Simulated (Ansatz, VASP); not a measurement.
## Two plane-wave programs on BiS

```xyz
4
Lattice="2.7314 -2.7377 0.0000 2.7314 2.7377 0.0000 0.0000 0.0000 8.0563" Properties=species:S:1:pos:R:3 pbc="T T T"
Bi    1.3657    1.3688    0.0000
Bi    1.3657   -1.3688    4.0282
S     2.7314    0.0000    6.0422
S     2.7314    0.0000    2.0141
```

Alike in both runs: functional PBE; k mesh 12 × 12 × 6; occupations gaussian, width 0.1 eV; no spin polarisation.

Ansatz relaxed the structure, and its values are those at the end. VASP's run is a single point on that final structure, the one shown.

|  | VASP | Ansatz |
| --- | --- | --- |
| version | VASP 6.6.1 | Ansatz 0.2.0 |
| potentials or method | VASP PAW PBE potentials, release 64 (Bi_d, S), cutoff 520 eV | scalar-relativistic, plane waves, PAW |
| valence electrons in the cell | 42 | 42 |

VASP gave:

| Property | Result |
| --- | --- |
| gap on the k mesh at the Fermi level (eV) | none |
| pressure (GPa) | -0.1 |

Question: Estimate Ansatz's values.

Answer: gap on the k mesh at the Fermi level (eV): none; pressure (GPa): 0.0.

A gap of «none» marks a metal or a gap that the smearing closes. The functional is the same, so the differences come from potentials, cutoffs and numerics.

Neither program's run includes spin-orbit coupling.
